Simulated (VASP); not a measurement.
Here is a VASP 6.6.1 calculation.

File INCAR:

```
ALGO = Normal
EDIFF = 1E-6
EDIFFG = -0.008
ENCUT = 520
GGA = PS
IBRION = 2
ISIF = 2
ISMEAR = 0
LASPH = True
LCHARG = False
LREAL = False
LWAVE = False
NELM = 60
NSW = 60
PREC = Accurate
SIGMA = 0.1
```

KPOINTS

```
k-points
0
Gamma
  16 16 8
```

Contents of POSCAR:

```
FeSi2
1.0
    2.6495187572      0.0000000000      0.0000000000
    0.0000000000      2.6495187572      0.0000000000
    0.0000000000      0.0000000000      5.0552987483
Fe Si
1 2
Direct
    0.0000000000      0.0000000000      0.0000000000
    0.5000000000      0.5000000000      0.2719321965
    0.5000000000      0.5000000000      0.7280678035
```

Potentials or basis: VASP PAW PBE potentials, release 64 (Fe, Si).

Launch:

```sh
$ cat potpaw_PBE.64/Fe/POTCAR potpaw_PBE.64/Si/POTCAR > POTCAR
$ mpirun -np 1 vasp_std > vasp.out
```

Task: What does it give for the band gap on the k mesh?

Result: Zero (bands 8 and 9 overlap by 0.41 eV).

Task: Predict the energy gained by relaxing.

Result: 0.2 meV/atom.

Stress tensor (GPa, compression positive):
```
6.37 0.00 0.00
0.00 6.37 0.00
0.00 0.00 7.99
```

Caveat: the cell differs from its parent crystal (equal strain along all axes, cell held: -1.0 %); the PAW data sets were made with another functional, which shifts forces and pressure a little; the run has no spin polarisation, though such a crystal can be magnetic. Spin polarisation is off, so any magnetic state and its effect on volume and gap are missing.
